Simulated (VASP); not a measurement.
# YSi2Ir2 (I4/mmm) in VASP: single point with LDA

Aim: the single point of YSi2Ir2 with LDA.

Program: VASP 6.6.1. These are calculated values, not measurements. Logs are shortened: lines on timing, memory, paths and dates and some standing lists are left out, and cuts for length are marked.

**1. The cell of the first run**

The structure is tetragonal, space group I4/mmm (No. 139). Conventional cell: a = 4.012 Å, b = 4.012 Å, c = 9.844 Å, α = 90.00°, β = 90.00°, γ = 90.00°. Within 4.1 Å of Y (site symmetry 4/mmm) lie 10 Si at 3.08 to 3.73 Å and 8 Ir at 3.17 Å and 4 Y at 4.01 Å. Within 3.1 Å of Si (site symmetry 4mm) lie 4 Ir at 2.37 Å and 1 Si at 2.39 Å and 4 Y at 3.08 Å. Ir (site symmetry -4m2) has 4 Si at 2.37 Å and 4 Ir at 2.84 Å and 4 Y at 3.17 Å within 3.2 Å.

**2. Single point, LDA**

INCAR reads:

```
SYSTEM = YSi2Ir2
ALGO = Normal
EDIFF = 1E-6
ENCUT = 560
GGA = CA
GGA_COMPAT = .FALSE.
ISIF = 2
ISMEAR = 0
LASPH = .TRUE.
LCHARG = .TRUE.
LELF = .TRUE.
LREAL = .FALSE.
LVHAR = .TRUE.
LWAVE = .FALSE.
NBANDS = 34
NELM = 120
PREC = Accurate
SIGMA = 0.1
```

KPOINTS reads:

```
k-points
0
G
  8 8 8
  0 0 0
```

POSCAR reads:

```
YSi2Ir2
1.0
   -2.0057569665      2.0057569665      4.9218084800
    2.0057569665     -2.0057569665      4.9218084800
    2.0057569665      2.0057569665     -4.9218084800
Y Si Ir
1 2 2
Direct
    0.0000000000      0.0000000000      0.0000000000
    0.3787540764      0.3787540764      0.0000000000
    0.6212459236      0.6212459236      0.0000000000
    0.7500000000      0.2500000000      0.5000000000
    0.2500000000      0.7500000000      0.5000000000
```

Potentials or basis: VASP PAW LDA potentials, release 64 (Y_sv, Si, Ir_sv_GW).

Started as:

```sh
cat potpaw_LDA.64/Y_sv/POTCAR potpaw_LDA.64/Si/POTCAR potpaw_LDA.64/Ir_sv_GW/POTCAR > POTCAR
mpirun -np 1 vasp_std > vasp.out
```

OUTCAR:

```text
SYSTEM = YSi2Ir2
   EDIFF = 1E-6
   ENCUT = 560
   GGA = CA
   ISIF = 2
   ISMEAR = 0
   LASPH = .TRUE.
   LREAL = .FALSE.
   NELM = 120
   PREC = Accurate

 ion  position               nearest neighbor table
   1  0.000  0.000  0.000-   3 3.08   3 3.08   3 3.08   2 3.08   3 3.08   2 3.08   2 3.08   2 3.08
                             5 3.17   4 3.17   5 3.17   4 3.17   4 3.17   4 3.17   5 3.17   5 3.17
   2  0.379  0.379  0.000-   4 2.37   5 2.37   5 2.37   4 2.37   3 2.39   1 3.08   1 3.08   1 3.08
                             1 3.08   1 3.73
   3  0.621  0.621  0.000-   5 2.37   4 2.37   4 2.37   5 2.37   2 2.39   1 3.08   1 3.08   1 3.08
                             1 3.08   1 3.73
   4  0.750  0.250  0.500-   2 2.37   3 2.37   2 2.37   3 2.37   5 2.84   5 2.84   5 2.84   5 2.84
                             1 3.17   1 3.17   1 3.17   1 3.17
   5  0.250  0.750  0.500-   2 2.37   3 2.37   2 2.37   3 2.37   4 2.84   4 2.84   4 2.84   4 2.84
                             1 3.17   1 3.17   1 3.17   1 3.17

  LATTYP: Found a body centered tetragonal cell.
 ALAT       =     4.0115139330
 C/A-ratio  =     2.4538409001

  Lattice vectors:

 A1 = (  -2.0057569665,   2.0057569665,   4.9218084800)
 A2 = (   2.0057569665,  -2.0057569665,   4.9218084800)
 A3 = (   2.0057569665,   2.0057569665,  -4.9218084800)

Analysis of symmetry for initial positions (statically):
=====================================================================
 Subroutine PRICEL returns:
 Original cell was already a primitive cell.

 Routine SETGRP: Setting up the symmetry group for a
 body centered tetragonal supercell.

 Subroutine GETGRP returns: Found 16 space group operations
 (whereof 16 operations were pure point group operations)
 out of a pool of 16 trial point group operations.

The static configuration has the point symmetry D_4h.

Analysis of symmetry for dynamics (positions and initial velocities):
=====================================================================
 Subroutine PRICEL returns:
 Original cell was already a primitive cell.

 Routine SETGRP: Setting up the symmetry group for a
 body centered tetragonal supercell.

 Subroutine GETGRP returns: Found 16 space group operations
 (whereof 16 operations were pure point group operations)
 out of a pool of 16 trial point group operations.

The dynamic configuration has the point symmetry D_4h.

 Subroutine INISYM returns: Found 16 space group operations
 (whereof 16 operations are pure point group operations),
 and found     1 'primitive' translations

[... 105 lines left out ...]
   NFREE  =      0    steps in history (QN), initial steepest desc. (CG)
   ISIF   =      2    stress and relaxation
   ISYM   =      2    0-nonsym 1-usesym 2-fastsym
   POTIM  = 0.5000    time-step for ionic-motion
   TEBEG  =    0.0;   TEEND  =   0.0 temperature during run
   PSTRESS=    0.0 pullay stress
   NELECT =      53.0000    total number of electrons
   NUPDOWN=      -1.0000    fix difference up-down
   EMIN   =  10.00;   EMAX   =-10.00  energy-range for DOS
   EFERMI =   0.00;   METHOD = LEGACY
   ISMEAR =     0;   SIGMA  =   0.10  broadening in eV -4-tet -1-fermi 0-gaus
   EFERMI_NEDOS =   21; number of points for ismear=-14 and -15
   IALGO  =     38    algorithm
   IMIX   =      4    mixing-type and parameters
     AMIX     =   0.40;   BMIX     =  1.00
     AMIX_MAG =   1.60;   BMIX_MAG =  1.00
  volume/ion in A,a.u.               =      15.84       106.90
  Fermi-wavevector in a.u.,A,eV,Ry     =   1.431923  2.705942 27.897435  2.050404
  Thomas-Fermi vector in A             =   2.551607
   LORBIT       =      0    0 simple, 1 ext, 2 COOP (PROOUT), +10 PAW based schemes
   GGA     = CA    functional components
   LHFCALC =     F    Hartree Fock is set to
   AEXX    =    0.0000 exact exchange contribution
   IVDW    =     0    specifies the selected vdW correction
   LEPSILON=     F    determine dielectric tensor
   LRPA    =     F    only Hartree local field effects (RPA)
 non-spin polarized calculation
 Gauss-broadening in eV      SIGMA  =   0.10
  energy-cutoff  :      560.00
  volume of cell :       79.20
 maximum number of plane-waves:      2404
 NGX is ok and might be reduce to    48
   NGX = 21   NGY = 21   NGZ = 21

 number of electron      53.0000000 magnetization

 Free energy of the ion-electron system (eV)
  ---------------------------------------------------
  ext. energy  EPLUGINS =         0.00000000
  ---------------------------------------------------
  free energy    TOTEN  =       -46.37853945 eV

  energy without entropy =      -46.36735915  energy(sigma->0) =      -46.37294930

 E-fermi :   9.4767     XC(G=0): -12.4618

 val. band max:        9.4760495726   @ k =  -0.2500   0.3750   0.1250
 cond. band min:       9.4946966756   @ k =  -0.1250   0.5000   0.1250
 fundamental gap:      0.0186471030
 Fermi energy:         9.4766938646

 k-point     1 :       0.0000    0.0000    0.0000
  band No.  band energies     occupation
      1     -82.6244      2.00000
      2     -82.5986      2.00000
      3     -39.9270      2.00000
      4     -39.9270      2.00000
      5     -39.6746      2.00000
      6     -39.6746      2.00000
[... 877 lines left out ...]
     33      14.6281      0.00000
     34      14.8010      0.00000

 [... further k-points ...]

------------------------ aborting loop because EDIFF is reached ----------------------------------------

  FORCE on cell =-STRESS in cart. coord.  units (eV):
  Direction    XX          YY          ZZ          XY          YZ          ZX
  --------------------------------------------------------------------------------------
  -------------------------------------------------------------------------------------
  Total        0.0942592      0.0942592      0.0143738      0.0000000     -0.0000000      0.0000000
  in kB        1.9067469      1.9067469      0.2907637      0.0000000     -0.0000000      0.0000000
  external PRESSURE =       1.3680858 kB  Pullay stress =       0.0000000 kB

 VOLUME and BASIS-vectors are now :
 -----------------------------------------------------------------------------
  energy-cutoff  :      560.00
  volume of cell :       79.20
      direct lattice vectors                 reciprocal lattice vectors
    -2.005756966  2.005756966  4.921808480     0.000000000  0.249282445  0.101588675
     2.005756966 -2.005756966  4.921808480     0.249282445  0.000000000  0.101588675
     2.005756966  2.005756966 -4.921808480     0.249282445  0.249282445  0.000000000

 POSITION                                       TOTAL-FORCE (eV/Angst)
 -----------------------------------------------------------------------------------
      0.00000      0.00000      0.00000        -0.000000     -0.000000     -0.000000
      0.00000      0.00000      3.72831        -0.000000     -0.000000      0.112409
      0.00000      0.00000      6.11531         0.000000      0.000000     -0.112409
      0.00000      2.00576      2.46090        -0.000000     -0.000000      0.000000
      2.00576      0.00000      2.46090        -0.000000     -0.000000      0.000000
 -----------------------------------------------------------------------------------
    total drift:                                0.000000     -0.000000      0.000000

  FREE ENERGIE OF THE ION-ELECTRON SYSTEM (eV)
  ---------------------------------------------------
  free  energy   TOTEN  =       -46.3785394466 eV

  energy  without entropy=      -46.3673591530  energy(sigma->0) =      -46.37294930
```

Wall time 7.2 min (1 thread of Intel Xeon Platinum 8175M at 2.50GHz (Skylake/Cascade Lake), shared host); peak memory 0.4 GiB.

Results:

```yaml
Free_energy: -46.3785 eV
Pressure: 0.1 GPa
Largest_force: 0.112 eV/Å
Band_gap_on_the_k_mesh: zero (an odd number of electrons rules out a gap without spin polarisation)
```

Forces on the atoms (eV/Å):
```
Y    0.000  0.000  0.000
Si   0.000  0.000  0.112
Si   0.000  0.000 -0.112
Ir   0.000  0.000  0.000
Ir   0.000  0.000  0.000
```

Caveat: spin-orbit coupling is left out, which moves the levels of the heavy elements.
